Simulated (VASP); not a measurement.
# InP (rocksalt type) (Fm-3m) in VASP: further runs

Runs on InP (rocksalt type). Level: r2SCAN. Tasks: single point.

All numbers are computed with VASP 6.6.1; they aren't measurements. Logs are shortened: lines on timing, memory, paths and dates and some standing lists are left out, and cuts for length are marked.

## Step 1: The cell of the first run

Symmetry: Fm-3m, No. 225, cubic system. Conventional cell: a = 4.503 Å, b = 4.503 Å, c = 4.503 Å, α = 90.00°, β = 90.00°, γ = 90.00°. In (site symmetry m-3m) has 6 P at 2.25 Å within 3.0 Å. P (site symmetry m-3m) has 6 In at 2.25 Å within 3.0 Å.

## Step 2: Single point, r2SCAN (11.41 Å³/atom)

Input file POSCAR:

```
InP
1.0
    0.0000000000      2.2512957794      2.2512957794
    2.2512957794      0.0000000000      2.2512957794
    2.2512957794      2.2512957794      0.0000000000
In P
1 1
Direct
    0.0000000000      0.0000000000      0.0000000000
    0.5000000000      0.5000000000      0.5000000000
```

Input file INCAR.step1:

```
SYSTEM = InP
  ALGO = Normal
  EDIFF = 1E-4
  ENCUT = 520
  GGA = PE
  ISMEAR = -1
  LASPH = .TRUE.
  LCHARG = .FALSE.
  LREAL = .FALSE.
  LWAVE = .TRUE.
  NBANDS = 16
  NELM = 100
  PREC = Accurate
  SIGMA = 0.05
```

Input file INCAR.step2:

```
SYSTEM = InP
  ALGO = Normal
  EDIFF = 1E-6
  ENCUT = 520
  ISIF = 2
  ISMEAR = -1
  ISTART = 1
  LASPH = .TRUE.
  LCHARG = .FALSE.
  LMIXTAU = .TRUE.
  LREAL = .FALSE.
  LWAVE = .FALSE.
  METAGGA = R2SCAN
  NBANDS = 16
  NELM = 100
  PREC = Accurate
  SIGMA = 0.05
```

Input file KPOINTS:

```
k-points
0
G
  14 14 14
  0 0 0
```

Potentials or basis: VASP PAW PBE potentials, release 64 (In_d, P).

The run is started by

```
$ cat potpaw_PBE.64/In_d/POTCAR potpaw_PBE.64/P/POTCAR > POTCAR
$ cp INCAR.step1 INCAR
$ mpirun -np 1 vasp_std > vasp.out
$ cp INCAR.step2 INCAR
$ mpirun -np 1 vasp_std > vasp.out
```

OUTCAR:

```text
SYSTEM = InP
   EDIFF = 1E-6
   ENCUT = 520
   ISIF = 2
   ISMEAR = -1
   ISTART = 1
   LASPH = .TRUE.
   LREAL = .FALSE.
   METAGGA = R2SCAN
   NELM = 100
   PREC = Accurate

 ion  position               nearest neighbor table
   1  0.000  0.000  0.000-   2 2.25   2 2.25   2 2.25   2 2.25   2 2.25   2 2.25
   2  0.500  0.500  0.500-   1 2.25   1 2.25   1 2.25   1 2.25   1 2.25   1 2.25

  LATTYP: Found a face centered cubic cell.
 ALAT       =     4.5025915588

  Lattice vectors:

 A1 = (   0.0000000000,   2.2512957794,   2.2512957794)
 A2 = (   2.2512957794,   0.0000000000,   2.2512957794)
 A3 = (   2.2512957794,   2.2512957794,   0.0000000000)

Analysis of symmetry for initial positions (statically):
=====================================================================
 Subroutine PRICEL returns:
 Original cell was already a primitive cell.

 Routine SETGRP: Setting up the symmetry group for a
 face centered cubic supercell.

 Subroutine GETGRP returns: Found 48 space group operations
 (whereof 48 operations were pure point group operations)
 out of a pool of 48 trial point group operations.

The static configuration has the point symmetry O_h .

Analysis of symmetry for dynamics (positions and initial velocities):
=====================================================================
 Subroutine PRICEL returns:
 Original cell was already a primitive cell.

 Routine SETGRP: Setting up the symmetry group for a
 face centered cubic supercell.

 Subroutine GETGRP returns: Found 48 space group operations
 (whereof 48 operations were pure point group operations)
 out of a pool of 48 trial point group operations.

The dynamic configuration has the point symmetry O_h .

 Subroutine INISYM returns: Found 48 space group operations
 (whereof 48 operations are pure point group operations),
 and found     1 'primitive' translations

----------------------------------------------------------------------------------------

                                     Primitive cell

  volume of cell :      22.8206

  direct lattice vectors                    reciprocal lattice vectors
     0.000000000  2.251295779  2.251295779    -0.222094318  0.222094318  0.222094318
     2.251295779  0.000000000  2.251295779     0.222094318 -0.222094318  0.222094318
     2.251295779  2.251295779  0.000000000     0.222094318  0.222094318 -0.222094318

  length of vectors
     3.183813024  3.183813024  3.183813024     0.384678642  0.384678642  0.384678642

  position of ions in fractional coordinates (direct lattice)
     0.000000000  0.000000000  0.000000000
     0.500000000  0.500000000  0.500000000

  ion indices of the primitive-cell ions
   primitive index   ion index
                 1           1
                 2           2

----------------------------------------------------------------------------------------

 KPOINTS: k-points

Automatic generation of k-mesh.
 Grid dimensions read from file:
 generate k-points for:   14   14   14

 Generating k-lattice:

  Cartesian coordinates                     Fractional coordinates (reciprocal lattice)
    -0.015863880  0.015863880  0.015863880     0.071428571  0.000000000  0.000000000
     0.015863880 -0.015863880  0.015863880     0.000000000  0.071428571  0.000000000
     0.015863880  0.015863880 -0.015863880     0.000000000  0.000000000  0.071428571

  Length of vectors
     0.027477046  0.027477046  0.027477046

  Shift w.r.t. Gamma in fractional coordinates (k-lattice)
     0.000000000  0.000000000  0.000000000

 Subroutine IBZKPT returns following result:
 ===========================================

 Found    104 irreducible k-points:

 Following reciprocal coordinates:
            Coordinates               Weight
  0.000000  0.000000  0.000000      1.000000
  0.071429  0.000000  0.000000      8.000000
  0.142857  0.000000  0.000000      8.000000
  0.214286  0.000000  0.000000      8.000000
  0.285714  0.000000  0.000000      8.000000
  0.357143  0.000000  0.000000      8.000000
[... 16 lines left out ...]
  0.214286  0.142857  0.000000     24.000000
  0.285714  0.142857  0.000000     24.000000
 [... further k-points ...]
   k-points           NKPTS =    104   k-points in BZ     NKDIM =    104   number of bands    NBANDS=     16
   number of dos      NEDOS =    301   number of ions     NIONS =      2
   total plane-waves  NPLWV =  13824
   dimension x,y,z NGX =    24 NGY =   24 NGZ =   24
   dimension x,y,z NGXF=    48 NGYF=   48 NGZF=   48
   ions per type =               1   1
   NGX,Y,Z   is equivalent  to a cutoff of  12.53, 12.53, 12.53 a.u.
   NGXF,Y,Z  is equivalent  to a cutoff of  25.06, 25.06, 25.06 a.u.
 SYSTEM =  InP
   PREC   = accura    normal or accurate (medium, high low for compatibility)
   ISTART =      1    job   : 0-new  1-cont  2-samecut
   ICHARG =      0    charge: 1-file 2-atom 10-const
   ISPIN  =      1    spin polarized calculation?
   LNONCOLLINEAR =      F non collinear calculations
   LSORBIT =      F    spin-orbit coupling
   LASPH  =      T    aspherical Exc in radial PAW
   ENCUT  =  520.0 eV  38.22 Ry    6.18 a.u.   5.92  5.92  5.92*2*pi/ulx,y,z
   NELM   =    100;   NELMIN=  2; NELMDL=  0     # of ELM steps
   EDIFF  = 0.1E-05   stopping-criterion for ELM
   LREAL  =      F    real-space projection
   EDIFFG = 0.1E-04   stopping-criterion for IOM
   NSW    =      0    number of steps for IOM
   IBRION =     -1    ionic relax: 0-MD 1-quasi-New 2-CG
   NFREE  =      0    steps in history (QN), initial steepest desc. (CG)
   ISIF   =      2    stress and relaxation
   ISYM   =      2    0-nonsym 1-usesym 2-fastsym
   POTIM  = 0.5000    time-step for ionic-motion
   TEBEG  =    0.0;   TEEND  =   0.0 temperature during run
   PSTRESS=    0.0 pullay stress
   NELECT =      18.0000    total number of electrons
   NUPDOWN=      -1.0000    fix difference up-down
   EMIN   =  10.00;   EMAX   =-10.00  energy-range for DOS
   EFERMI =   0.00;   METHOD = LEGACY
   ISMEAR =    -1;   SIGMA  =   0.05  broadening in eV -4-tet -1-fermi 0-gaus
   EFERMI_NEDOS =   21; number of points for ismear=-14 and -15
   IALGO  =     38    algorithm
   IMIX   =      4    mixing-type and parameters
     AMIX     =   0.40;   BMIX     =  1.00
     AMIX_MAG =   1.60;   BMIX_MAG =  1.00
  volume/ion in A,a.u.               =      11.41        77.00
  Fermi-wavevector in a.u.,A,eV,Ry     =   1.512597  2.858393 31.129427  2.287948
  Thomas-Fermi vector in A             =   2.622500
   LORBIT       =      0    0 simple, 1 ext, 2 COOP (PROOUT), +10 PAW based schemes
   METAGGA = R2SCAN    functional components
   LHFCALC =     F    Hartree Fock is set to
   AEXX    =    0.0000 exact exchange contribution
   IVDW    =     0    specifies the selected vdW correction
   LEPSILON=     F    determine dielectric tensor
   LRPA    =     F    only Hartree local field effects (RPA)
 non-spin polarized calculation
  energy-cutoff  :      520.00
  volume of cell :       22.82
 maximum number of plane-waves:       636
   NGX = 11   NGY = 11   NGZ = 11

 number of electron      17.9999997 magnetization

 Free energy of the ion-electron system (eV)
  ---------------------------------------------------
  ext. energy  EPLUGINS =         0.00000000
  ---------------------------------------------------
  free energy    TOTEN  =       -25.11185626 eV

  energy without entropy =      -25.10927329  energy(sigma->0) =      -25.11056478

 E-fermi :  17.8432     XC(G=0): -14.5520

 val. band max:       17.8087971423   @ k =   0.4286   0.3571   0.0714
 cond. band min:      17.9115790376   @ k =  -0.1429   0.1429   0.0000
 fundamental gap:      0.1027818953
 Fermi energy:        17.8432443583

 k-point     1 :       0.0000    0.0000    0.0000
  band No.  band energies     occupation
      1      -1.8356      2.00000
      2       0.5139      2.00000
      3       0.5139      2.00000
      4       0.6030      2.00000
      5       0.6030      2.00000
      6       0.6030      2.00000
[... 8 lines left out ...]
     15      30.3677      0.00000
     16      30.3677      0.00000

 k-point     2 :       0.0714    0.0000    0.0000
  band No.  band energies     occupation
      1      -1.7163      2.00000
      2       0.4957      2.00000
      3       0.4957      2.00000
      4       0.5945      2.00000
      5       0.6249      2.00000
      6       0.6249      2.00000
[... 8 lines left out ...]
     15      28.9104      0.00000
     16      28.9105      0.00000

 k-point     3 :       0.1429    0.0000    0.0000
  band No.  band energies     occupation
      1      -1.3664      2.00000
      2       0.4333      2.00000
      3       0.4334      2.00000
      4       0.5776      2.00000
      5       0.6992      2.00000
      6       0.6992      2.00000
[... 8 lines left out ...]
     15      27.6191      0.00000
     16      28.7651      0.00000

 k-point     4 :       0.2143    0.0000    0.0000
  band No.  band energies     occupation
      1      -0.8234      2.00000
      2       0.3394      2.00000
      3       0.3394      2.00000
      4       0.5883      2.00000
      5       0.8146      2.00000
      6       0.8146      2.00000
[... 8 lines left out ...]
     15      28.7904      0.00000
     16      29.4085      0.00000

 k-point     5 :       0.2857    0.0000    0.0000
  band No.  band energies     occupation
      1      -0.2419      2.00000
      2       0.2361      2.00000
      3       0.2361      2.00000
      4       0.7715      2.00000
      5       0.9472      2.00000
      6       0.9472      2.00000
[... 8 lines left out ...]
     15      29.0468      0.00000
     16      30.7420      0.00000

 k-point     6 :       0.3571    0.0000    0.0000
  band No.  band energies     occupation
      1       0.0334      2.00000
      2       0.1447      2.00000
      3       0.1447      2.00000
      4       1.0703      2.00000
      5       1.0703      2.00000
      6       1.4350      2.00000
[... 8 lines left out ...]
     15      28.9856      0.00000
     16      32.4987      0.00000

 k-point     7 :       0.4286    0.0000    0.0000
  band No.  band energies     occupation
      1       0.0825      2.00000
      2       0.0825      2.00000
      3       0.0857      2.00000
      4       1.1574      2.00000
      5       1.1574      2.00000
      6       2.3625      2.00000
[... 8 lines left out ...]
     15      29.7860      0.00000
     16      34.2747      0.00000

 k-point     8 :       0.5000    0.0000    0.0000
  band No.  band energies     occupation
      1       0.0605      2.00000
      2       0.0605      2.00000
      3       0.0918      2.00000
      4       1.1888      2.00000
      5       1.1888      2.00000
      6       2.8828      2.00000
[... 8 lines left out ...]
     15      30.1586      0.00000
     16      35.2672      0.00000

 k-point     9 :       0.0714    0.0714    0.0000
  band No.  band energies     occupation
      1      -1.6793      2.00000
      2       0.4630      2.00000
      3       0.5288      2.00000
      4       0.5803      2.00000
      5       0.6335      2.00000
      6       0.6335      2.00000
[... 8 lines left out ...]
     15      27.7282      0.00000
     16      30.4431      0.00000
[... 172 lines left out ...]
 k-point    19 :      -0.2143    0.0714    0.0000
  band No.  band energies     occupation
      1      -0.5688      2.00000
      2       0.2723      2.00000
      3       0.3300      2.00000
      4       0.5817      2.00000
      5       0.8235      2.00000
      6       0.9970      2.00000
[... 8 lines left out ...]
     15      29.7819      0.00000
     16      30.7987      0.00000

 k-point    20 :      -0.1429    0.0714    0.0000
  band No.  band energies     occupation
      1      -1.1166      2.00000
      2       0.3664      2.00000
      3       0.4222      2.00000
      4       0.5560      2.00000
      5       0.7145      2.00000
      6       0.8153      2.00000
[... 8 lines left out ...]
     15      29.1599      0.00000
     16      29.7357      0.00000

 k-point    21 :      -0.0714    0.0714    0.0000
  band No.  band energies     occupation
      1      -1.5227      2.00000
      2       0.4439      2.00000
      3       0.4845      2.00000
      4       0.5763      2.00000
      5       0.6469      2.00000
      6       0.6893      2.00000
[... 8 lines left out ...]
     15      28.3989      0.00000
     16      28.9224      0.00000

 k-point    22 :       0.1429    0.1429    0.0000
  band No.  band energies     occupation
      1      -1.2712      2.00000
      2       0.3865      2.00000
      3       0.5169      2.00000
      4       0.5706      2.00000
      5       0.7225      2.00000
      6       0.7225      2.00000
[... 8 lines left out ...]
     15      29.8974      0.00000
     16      30.6747      0.00000

 k-point    23 :       0.2143    0.1429    0.0000
  band No.  band energies     occupation
      1      -0.9819      2.00000
      2       0.4052      2.00000
      3       0.4840      2.00000
      4       0.5494      2.00000
      5       0.8216      2.00000
      6       0.8231      2.00000
[... 8 lines left out ...]
     15      30.3019      0.00000
     16      31.0318      0.00000

 k-point    24 :       0.2857    0.1429    0.0000
  band No.  band energies     occupation
      1      -0.6758      2.00000
      2       0.4005      2.00000
      3       0.4717      2.00000
      4       0.5460      2.00000
      5       0.9611      2.00000
      6       1.0924      2.00000
[... 8 lines left out ...]
     15      31.2737      0.00000
     16      31.4521      0.00000

 [... further k-points ...]

------------------------ aborting loop because EDIFF is reached ----------------------------------------

  FORCE on cell =-STRESS in cart. coord.  units (eV):
  Direction    XX          YY          ZZ          XY          YZ          ZX
  --------------------------------------------------------------------------------------
  -------------------------------------------------------------------------------------
  Total       27.6896188     27.6896188     27.6896188     -0.0000000      0.0000000     -0.0000000
  in kB     1944.0162567   1944.0162567   1944.0162567     -0.0000000      0.0000000     -0.0000000
  external PRESSURE =    1944.0162567 kB  Pullay stress =       0.0000000 kB

 VOLUME and BASIS-vectors are now :
 -----------------------------------------------------------------------------
  energy-cutoff  :      520.00
  volume of cell :       22.82
      direct lattice vectors                 reciprocal lattice vectors
     0.000000000  2.251295779  2.251295779    -0.222094318  0.222094318  0.222094318
     2.251295779  0.000000000  2.251295779     0.222094318 -0.222094318  0.222094318
     2.251295779  2.251295779  0.000000000     0.222094318  0.222094318 -0.222094318

 POSITION                                       TOTAL-FORCE (eV/Angst)
 -----------------------------------------------------------------------------------
      0.00000      0.00000      0.00000         0.000000      0.000000     -0.000000
      2.25130      2.25130      2.25130         0.000000      0.000000      0.000000
 -----------------------------------------------------------------------------------
    total drift:                                0.000000     -0.000000     -0.000000

  FREE ENERGIE OF THE ION-ELECTRON SYSTEM (eV)
  ---------------------------------------------------
  free  energy   TOTEN  =       -25.1118562583 eV

  energy  without entropy=      -25.1092732937  energy(sigma->0) =      -25.11056478
```

Run time: 3.5 min. Hardware: 1 thread of Intel Xeon 8259CL, shared host; peak memory 0.17 GiB.

What came out:

```yaml
Free_energy: -25.1119 eV
Pressure: 194.4 GPa
Band_gap_on_the_k_mesh: zero (bands 9 and 10 overlap by 1.98 eV)
```

Caveat: the cell stands under pressure; the PAW data sets were made with another functional, which shifts forces and pressure a little; spin-orbit coupling is left out, which moves the levels of the heavy elements.

(Continued in part 2 of 2.)

The gap in the log of VASP goes by the Fermi energy; the results here count the filled bands.